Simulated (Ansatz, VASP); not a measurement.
AlGa2 in VASP and in Ansatz

Contents of INCAR:

```
ALGO = Fast
EDIFF = 1E-6
EDIFFG = -0.01
ENCUT = 600
GGA = PE
IBRION = 2
ISIF = 3
ISMEAR = 0
LASPH = True
LCHARG = False
LREAL = False
LWAVE = False
NELM = 100
NSW = 100
PREC = Accurate
SIGMA = 0.1
```

File KPOINTS:

```
k-points
0
Gamma
  12 12 16
```

File POSCAR:

```
AlGa2
1.0
    4.6814409231      0.0000000000      0.0000000000
   -2.3407204616      4.0542467658      0.0000000000
    0.0000000000      0.0000000000      2.8691640269
Al Ga
1 2
Direct
    0.0000000000      0.0000000000      0.5000000000
    0.3333333333      0.6666666667      0.0000000000
    0.6666666667      0.3333333333      0.0000000000
```

Input for Ansatz:

```yaml
crystal:
  lattice:
    - [4.6814409231, 0.0, 0.0]
    - [-2.3407204616, 4.0542467658, 0.0]
    - [0.0, 0.0, 2.8691640269]
  atoms:
    - { symbol: Al, position: [0.0, 0.0, 0.5] }
    - { symbol: Ga, position: [0.3333333333, 0.6666666667, 0.0] }
    - { symbol: Ga, position: [0.6666666667, 0.3333333333, 0.0] }
basis:
  ecutwfc: 420
kpoints:
  mp_grid: { grid: [12, 12, 16] }
hamiltonian:
  xc: pbe
scf:
  occupations: { method: gaussian, width: 0.1 }
output:
  forces: true
  stress: true
  eigenvalues: true
  write_density: true
  write_potential: true
  elf: true
  volumetric_format: npy
relax:
  adjacent_minimum: "off"
  f_tol: 0.01
  max_steps: 80
  cell: { stress_tol: 0.05 }
```

Alike in both runs: task relaxation of cell and atoms; functional PBE; k mesh 12 × 12 × 16; occupations gaussian, width 0.1 eV; no spin polarisation.

|  | VASP | Ansatz |
| --- | --- | --- |
| version | VASP 6.6.1 | Ansatz 0.2.0 |
| potentials or method | VASP PAW PBE potentials, release 64 (Al, Ga_d), cutoff 600 eV | scalar-relativistic, plane waves, PAW |
| valence electrons in the cell | 29 | 29 |

```tsv
	VASP	Ansatz	Ansatz less VASP
gap on the k mesh at the Fermi level, each at its own relaxed structure (eV)	none	none	-
relaxed volume (Å³/atom)	18.21	18.20	-0.019
relaxed length of the cell vector where the two differ most in proportion (Å)	4.770	4.767	-0.0030
```

A gap of «none» marks a metal or a gap that the smearing closes.
